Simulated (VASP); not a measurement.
# Zr3O (P6_322) in VASP: notebook

The runs below take Zr3O through single point, relaxation of cell and atoms, with LDA.

Program: VASP 6.6.1. These are calculated values, not measurements. Logs are shortened: lines on timing, memory, paths and dates and some standing lists are left out, and cuts for length are marked.

## (1) The cell of the first run

Symmetry: P6_322, No. 182, hexagonal system. The conventional cell has a = 5.539 Å, b = 5.539 Å, c = 5.111 Å, α = 90.00°, β = 90.00°, γ = 120.00°. Within 3.3 Å of Zr (site symmetry 2) lie 2 O at 2.23 Å and 12 Zr at 3.11 to 3.26 Å. Within 3.0 Å of O (site symmetry 32) lie 6 Zr at 2.23 Å.

## (2) Single point, LDA

Input file INCAR:

```
ALGO     = Normal         # electronic algorithm
EDIFF    = 1E-7           # SCF threshold, eV
ENCUT    = 520            # plane-wave cutoff, eV
GGA      = CA             # functional
ISIF     = 2              # what is computed and relaxed
ISMEAR   = 0              # smearing method
LASPH    = True           # aspherical terms in the spheres
LCHARG   = False          # write CHGCAR
LREAL    = False          # projectors in reciprocal space
LWAVE    = False          # write WAVECAR
NBANDS   = 52             # bands
NELM     = 80             # most SCF steps
PREC     = Accurate       # precision mode
SIGMA    = 0.1            # smearing width, eV
```

Input file KPOINTS:

```
k-points
0
Gamma
  6 6 8
```

Input file POSCAR:

```
Zr3O
1.0
    5.5385964806      0.0000000000      0.0000000000
   -2.7692982403      4.7965652536      0.0000000000
    0.0000000000      0.0000000000      5.1114323673
Zr O
6 2
Direct
    0.3394925613      0.0000000000      0.0000000000
    0.3394925613      0.3394925613      0.5000000000
    0.0000000000      0.3394925613      0.0000000000
    0.6605074387      0.0000000000      0.5000000000
    0.6605074387      0.6605074387      0.0000000000
    0.0000000000      0.6605074387      0.5000000000
    0.3333333333      0.6666666667      0.2500000000
    0.6666666667      0.3333333333      0.7500000000
```

Potentials or basis: VASP PAW LDA potentials, release 64 (Zr_sv, O).

On the command line:

```sh
$ cat potpaw_LDA.64/Zr_sv/POTCAR potpaw_LDA.64/O/POTCAR > POTCAR
$ mpirun -np 1 vasp_std > vasp.out
```

OUTCAR:

```text
EDIFF = 1E-7
   ENCUT = 520
   GGA = CA
   ISIF = 2
   ISMEAR = 0
   LASPH = True
   LREAL = False
   NELM = 80
   PREC = Accurate

 ion  position               nearest neighbor table
   1  0.339  0.000  0.000-   7 2.23   8 2.23   4 3.11   4 3.11   5 3.17   3 3.17   5 3.17   3 3.17
                             2 3.17   2 3.17   6 3.17   6 3.17   3 3.26   5 3.26
   2  0.339  0.339  0.500-   8 2.23   7 2.23   5 3.11   5 3.11   6 3.17   6 3.17   4 3.17   4 3.17
                             3 3.17   3 3.17   1 3.17   1 3.17   4 3.26   6 3.26
   3  0.000  0.339  0.000-   8 2.23   7 2.23   6 3.11   6 3.11   5 3.17   5 3.17   1 3.17   1 3.17
                             2 3.17   2 3.17   4 3.17   4 3.17   1 3.26   5 3.26
   4  0.661  0.000  0.500-   8 2.23   7 2.23   1 3.11   1 3.11   2 3.17   6 3.17   2 3.17   6 3.17
                             3 3.17   5 3.17   5 3.17   3 3.17   6 3.26   2 3.26
   5  0.661  0.661  0.000-   7 2.23   8 2.23   2 3.11   2 3.11   3 3.17   3 3.17   1 3.17   1 3.17
                             6 3.17   6 3.17   4 3.17   4 3.17   1 3.26   3 3.26
   6  0.000  0.661  0.500-   7 2.23   8 2.23   3 3.11   3 3.11   2 3.17   2 3.17   4 3.17   4 3.17
                             5 3.17   5 3.17   1 3.17   1 3.17   4 3.26   2 3.26
   7  0.333  0.667  0.250-   6 2.23   1 2.23   3 2.23   4 2.23   5 2.23   2 2.23
   8  0.667  0.333  0.750-   3 2.23   4 2.23   6 2.23   1 2.23   2 2.23   5 2.23

  LATTYP: Found a hexagonal cell.
 ALAT       =     5.5385964806
 C/A-ratio  =     0.9228750253

  Lattice vectors:

 A1 = (   5.5385964806,   0.0000000000,   0.0000000000)
 A2 = (  -2.7692982403,   4.7965652536,   0.0000000000)
 A3 = (   0.0000000000,   0.0000000000,   5.1114323673)

Analysis of symmetry for initial positions (statically):
=====================================================================
 Subroutine PRICEL returns:
 Original cell was already a primitive cell.

 Routine SETGRP: Setting up the symmetry group for a
 hexagonal supercell.

 Subroutine GETGRP returns: Found 12 space group operations
 (whereof  6 operations were pure point group operations)
 out of a pool of 24 trial point group operations.

The static configuration has the point symmetry D_3 .
 The point group associated with its full space group is D_6 .

Analysis of symmetry for dynamics (positions and initial velocities):
=====================================================================
 Subroutine PRICEL returns:
 Original cell was already a primitive cell.

 Routine SETGRP: Setting up the symmetry group for a
 hexagonal supercell.

 Subroutine GETGRP returns: Found 12 space group operations
 (whereof  6 operations were pure point group operations)
 out of a pool of 24 trial point group operations.

The dynamic configuration has the point symmetry D_3 .
 The point group associated with its full space group is D_6 .

 Subroutine INISYM returns: Found 12 space group operations
 (whereof  6 operations are pure point group operations),
 and found     1 'primitive' translations

----------------------------------------------------------------------------------------

                                     Primitive cell

  volume of cell :     135.7915

  direct lattice vectors                    reciprocal lattice vectors
     5.538596481  0.000000000  0.000000000     0.180551157  0.104241259  0.000000000
    -2.769298240  4.796565254  0.000000000     0.000000000  0.208482518  0.000000000
     0.000000000  0.000000000  5.111432367     0.000000000  0.000000000  0.195639877

  length of vectors
     5.538596481  5.538596481  5.111432367     0.208482518  0.208482518  0.195639877

  position of ions in fractional coordinates (direct lattice)
     0.339492561  0.000000000  0.000000000
     0.339492561  0.339492561  0.500000000
     0.000000000  0.339492561  0.000000000
     0.660507439  0.000000000  0.500000000
     0.660507439  0.660507439  0.000000000
     0.000000000  0.660507439  0.500000000
     0.333333333  0.666666667  0.250000000
     0.666666667  0.333333333  0.750000000

  ion indices of the primitive-cell ions
   primitive index   ion index
                 1           1
                 2           2
                 3           3
                 4           4
                 5           5
                 6           6
                 7           7
                 8           8

----------------------------------------------------------------------------------------

 KPOINTS: k-points

Automatic generation of k-mesh.
 Grid dimensions read from file:
 generate k-points for:    6    6    8

 Generating k-lattice:

  Cartesian coordinates                     Fractional coordinates (reciprocal lattice)
     0.030091859  0.017373543  0.000000000     0.166666667  0.000000000  0.000000000
     0.000000000  0.034747086  0.000000000     0.000000000  0.166666667  0.000000000
     0.000000000  0.000000000  0.024454985     0.000000000  0.000000000  0.125000000

  Length of vectors
     0.034747086  0.034747086  0.024454985

  Shift w.r.t. Gamma in fractional coordinates (k-lattice)
     0.000000000  0.000000000  0.000000000

 Subroutine IBZKPT returns following result:
 ===========================================

 Found     35 irreducible k-points:

 Following reciprocal coordinates:
            Coordinates               Weight
  0.000000  0.000000  0.000000      1.000000
  0.166667  0.000000  0.000000      6.000000
  0.333333  0.000000  0.000000      6.000000
  0.500000  0.000000  0.000000      3.000000
  0.166667  0.166667  0.000000      6.000000
  0.333333  0.166667  0.000000     12.000000
[... 16 lines left out ...]
  0.166667  0.000000  0.375000     12.000000
  0.333333  0.000000  0.375000     12.000000
 [... further k-points ...]
   k-points           NKPTS =     35   k-points in BZ     NKDIM =     35   number of bands    NBANDS=     52
   number of dos      NEDOS =    301   number of ions     NIONS =      8
   total plane-waves  NPLWV =  70560
   dimension x,y,z NGX =    42 NGY =   42 NGZ =   40
   dimension x,y,z NGXF=    84 NGYF=   84 NGZF=   80
   ions per type =               6   2
   NGX,Y,Z   is equivalent  to a cutoff of  12.61, 12.61, 13.01 a.u.
   NGXF,Y,Z  is equivalent  to a cutoff of  25.21, 25.21, 26.02 a.u.
 SYSTEM =  unknown system
   PREC   = accura    normal or accurate (medium, high low for compatibility)
   ISTART =      0    job   : 0-new  1-cont  2-samecut
   ICHARG =      2    charge: 1-file 2-atom 10-const
   ISPIN  =      1    spin polarized calculation?
   LNONCOLLINEAR =      F non collinear calculations
   LSORBIT =      F    spin-orbit coupling
   LASPH  =      T    aspherical Exc in radial PAW
   ENCUT  =  520.0 eV  38.22 Ry    6.18 a.u.  10.30 10.30  9.50*2*pi/ulx,y,z
   NELM   =     80;   NELMIN=  2; NELMDL= -5     # of ELM steps
   EDIFF  = 0.1E-06   stopping-criterion for ELM
   LREAL  =      F    real-space projection
   EDIFFG = 0.1E-05   stopping-criterion for IOM
   NSW    =      0    number of steps for IOM
   IBRION =     -1    ionic relax: 0-MD 1-quasi-New 2-CG
   NFREE  =      0    steps in history (QN), initial steepest desc. (CG)
   ISIF   =      2    stress and relaxation
   ISYM   =      2    0-nonsym 1-usesym 2-fastsym
   POTIM  = 0.5000    time-step for ionic-motion
   TEBEG  =    0.0;   TEEND  =   0.0 temperature during run
   PSTRESS=    0.0 pullay stress
   NELECT =      84.0000    total number of electrons
   NUPDOWN=      -1.0000    fix difference up-down
   EMIN   =  10.00;   EMAX   =-10.00  energy-range for DOS
   EFERMI =   0.00;   METHOD = LEGACY
   ISMEAR =     0;   SIGMA  =   0.10  broadening in eV -4-tet -1-fermi 0-gaus
   EFERMI_NEDOS =   21; number of points for ismear=-14 and -15
   IALGO  =     38    algorithm
   IMIX   =      4    mixing-type and parameters
     AMIX     =   0.40;   BMIX     =  1.00
     AMIX_MAG =   1.60;   BMIX_MAG =  1.00
  volume/ion in A,a.u.               =      16.97       114.55
  Fermi-wavevector in a.u.,A,eV,Ry     =   1.394902  2.635983 26.473557  1.945752
  Thomas-Fermi vector in A             =   2.518406
   LORBIT       =      0    0 simple, 1 ext, 2 COOP (PROOUT), +10 PAW based schemes
   GGA     = CA    functional components
   LHFCALC =     F    Hartree Fock is set to
   AEXX    =    0.0000 exact exchange contribution
   IVDW    =     0    specifies the selected vdW correction
   LEPSILON=     F    determine dielectric tensor
   LRPA    =     F    only Hartree local field effects (RPA)
 non-spin polarized calculation
 Gauss-broadening in eV      SIGMA  =   0.10
  energy-cutoff  :      520.00
  volume of cell :      135.79
 maximum number of plane-waves:      3679
 NGX is ok and might be reduce to    42
   NGX = 21   NGY = 21   NGZ = 19

 number of electron      83.9999995 magnetization

 Free energy of the ion-electron system (eV)
  ---------------------------------------------------
  ext. energy  EPLUGINS =         0.00000000
  ---------------------------------------------------
  free energy    TOTEN  =       -79.33631878 eV

  energy without entropy =      -79.30639954  energy(sigma->0) =      -79.32135916

 E-fermi :   9.9720     XC(G=0): -12.0018

 val. band max:        9.9691105499   @ k =   0.1667   0.0000   0.3750
 cond. band min:       9.9765414941   @ k =   0.3333   0.0000   0.3750
 fundamental gap:      0.0074309442
 Fermi energy:         9.9719981943

 k-point     1 :       0.0000    0.0000    0.0000
  band No.  band energies     occupation
      1     -38.5056      2.00000
      2     -38.3149      2.00000
      3     -38.2973      2.00000
      4     -38.2973      2.00000
      5     -38.2806      2.00000
      6     -38.2806      2.00000
[... 44 lines left out ...]
     51      12.7772      0.00000
     52      12.7813      0.00000

 k-point     2 :       0.1667    0.0000    0.0000
  band No.  band energies     occupation
      1     -38.4926      2.00000
      2     -38.3170      2.00000
      3     -38.3113      2.00000
      4     -38.3086      2.00000
      5     -38.2745      2.00000
      6     -38.2728      2.00000
[... 44 lines left out ...]
     51      12.6144      0.00000
     52      12.8580      0.00000
[... 1153 lines left out ...]
     51      12.5860      0.00000
     52      13.1369      0.00000

 k-point    24 :       0.3333    0.0000    0.3750
  band No.  band energies     occupation
      1     -38.4081      2.00000
      2     -38.3465      2.00000
      3     -38.3300      2.00000
      4     -38.3092      2.00000
      5     -38.2973      2.00000
      6     -38.2877      2.00000
[... 44 lines left out ...]
     51      12.8473      0.00000
     52      13.1587      0.00000

 [... further k-points ...]
[... 5 lines left out ...]
  --------------------------------------------------------------------------------------
  -------------------------------------------------------------------------------------
  Total        0.2877827      0.2877827      0.3363182     -0.0000000      0.0000000      0.0000000
  in kB        3.3954907      3.3954907      3.9681516     -0.0000000      0.0000000      0.0000000
  external PRESSURE =       3.5863777 kB  Pullay stress =       0.0000000 kB

 VOLUME and BASIS-vectors are now :
 -----------------------------------------------------------------------------
  energy-cutoff  :      520.00
  volume of cell :      135.79
      direct lattice vectors                 reciprocal lattice vectors
     5.538596481  0.000000000  0.000000000     0.180551157  0.104241259  0.000000000
    -2.769298240  4.796565254  0.000000000     0.000000000  0.208482518  0.000000000
     0.000000000  0.000000000  5.111432367     0.000000000  0.000000000  0.195639877

 POSITION                                       TOTAL-FORCE (eV/Angst)
 -----------------------------------------------------------------------------------
      1.88031      0.00000      0.00000        -0.015127      0.000000     -0.000000
      0.94016      1.62840      2.55572        -0.007564     -0.013100     -0.000000
     -0.94016      1.62840      0.00000         0.007564     -0.013100      0.000000
      3.65828      0.00000      2.55572         0.015127      0.000000     -0.000000
      1.82914      3.16817      0.00000         0.007564      0.013100      0.000000
     -1.82914      3.16817      2.55572        -0.007564      0.013100      0.000000
     -0.00000      3.19771      1.27786         0.000000      0.000000     -0.000000
      2.76930      1.59886      3.83357         0.000000      0.000000     -0.000000
 -----------------------------------------------------------------------------------
    total drift:                               -0.000001      0.000000     -0.000000

  FREE ENERGIE OF THE ION-ELECTRON SYSTEM (eV)
  ---------------------------------------------------
  free  energy   TOTEN  =       -79.3363187846 eV

  energy  without entropy=      -79.3063995382  energy(sigma->0) =      -79.32135916
```

It took 3.5 min on 1 thread of Intel Xeon Platinum 8488C (Sapphire Rapids), shared host; peak memory 0.31 GiB.

What came out:

| Property | Result |
| --- | --- |
| Free energy | -79.3363 eV |
| Pressure | 0.4 GPa |
| Largest force | 0.015 eV/Å |
| Band gap on the k mesh | zero (bands 42 and 43 overlap by 0.81 eV) |

Forces in eV/Å, atoms in the order of the input:
```
Zr  -0.015  0.000  0.000
Zr  -0.008 -0.013  0.000
Zr   0.008 -0.013  0.000
Zr   0.015  0.000  0.000
Zr   0.008  0.013  0.000
Zr  -0.008  0.013  0.000
O    0.000  0.000  0.000
O    0.000  0.000  0.000
```

## (3) Relaxation of cell and atoms, LDA

Input file INCAR:

```
PREC = Accurate
ENCUT = 600
EDIFF = 1E-7
ISMEAR = 0
SIGMA = 0.1
LREAL = F
LASPH = T
NELM = 80
ALGO = Normal
ISIF = 3
LWAVE = F
LCHARG = F
IBRION = 2
NSW = 100
EDIFFG = -0.005
```

Input file KPOINTS:

```
Automatic mesh
0
Gamma
  6 6 8
```

Input file POSCAR:

```
Zr3O
1.0
    5.5424272600      0.0000000000      0.0000000000
   -2.7712136300      4.7998828058      0.0000000000
    0.0000000000      0.0000000000      5.1087663922
Zr O
6 2
Direct
    0.3396298394      0.0000000000      0.0000000000
    0.3396298394      0.3396298394      0.5000000000
    0.0000000000      0.3396298394      0.0000000000
    0.6603701606      0.0000000000      0.5000000000
    0.6603701606      0.6603701606      0.0000000000
    0.0000000000      0.6603701606      0.5000000000
    0.3333333333      0.6666666667      0.2500000000
    0.6666666667      0.3333333333      0.7500000000
```

Potentials or basis: VASP PAW LDA potentials, release 64 (Zr_sv, O).

On the command line:

```sh
$ cat potpaw_LDA.64/Zr_sv/POTCAR potpaw_LDA.64/O/POTCAR > POTCAR
$ mpirun -np 1 vasp_std > vasp.out
```

Wall time 20 min (1 thread of Intel Xeon 8259CL, shared host); peak memory 0.38 GiB.

The run converged. Its results:

* Free energy: -79.3422 eV
* Relaxed volume: 17.01 Å³/atom
* Relaxed cell: a = 5.542 Å, b = 5.542 Å, c = 5.116 Å, α = 90.00°, β = 90.00°, γ = 120.00°
* Space group after relaxing (to 0.1 Å): P6_322 (No. 182)
* Energy gained by relaxing: 0.0 meV/atom
* Ionic steps: 4
* Pressure after relaxing: 0.0 GPa
* Band gap on the k mesh: zero (bands 42 and 43 overlap by 0.81 eV)

Forces on the atoms (eV/Å):
```
Zr  -0.002  0.000  0.000
Zr  -0.001 -0.002  0.000
Zr   0.001 -0.002  0.000
Zr   0.002  0.000  0.000
Zr   0.001  0.002  0.000
Zr  -0.001  0.002  0.000
O    0.000  0.000  0.000
O    0.000  0.000  0.000
```

The path:
```
step  energy change (eV)  largest force (eV/Å)  pressure (GPa)  volume (Å³)
   1              0.0000                0.0217            0.18       135.91
   2              0.0000                0.0041           -0.29       136.29
   3             -0.0002                0.0082           -0.07       136.11
   4             -0.0003                0.0024           -0.02       136.05
```

Final structure:
```
Zr O
1.0
     5.54162    0.00000    0.00000
    -2.77081    4.79919    0.00000
     0.00000    0.00000    5.11567
Zr O
6 2
Direct
  0.33943 0.00000 0.00000
  0.33943 0.33943 0.50000
  0.00000 0.33943 0.00000
  0.66057 0.00000 0.50000
  0.66057 0.66057 0.00000
  0.00000 0.66057 0.50000
  0.33333 0.66667 0.25000
  0.66667 0.33333 0.75000
```

Levels at points of the mesh, in eV from the Fermi level:
| k point | band 38 | band 39 | band 40 | band 41 | band 42 | band 43 | band 44 | band 45 | band 46 | band 47 |
| --- | --- | --- | --- | --- | --- | --- | --- | --- | --- | --- |
| (0.00, 0.00, 0.00) | -1.35 | -0.96 | -0.96 | 0.28 | 0.69 | 0.69 | 0.75 | 0.88 | 0.88 | 1.35 |
| (0.50, 0.00, 0.00) | -1.49 | -1.43 | -0.91 | -0.55 | -0.37 | 0.59 | 1.12 | 1.24 | 1.41 | 2.02 |
| (0.00, 0.00, 0.50) | -1.05 | -0.15 | -0.15 | -0.01 | -0.01 | 0.00 | 0.00 | 0.07 | 0.07 | 1.65 |
| (0.50, 0.00, 0.50) | -1.10 | -0.93 | -0.93 | -0.43 | -0.43 | 0.14 | 0.14 | 1.17 | 1.17 | 1.61 |
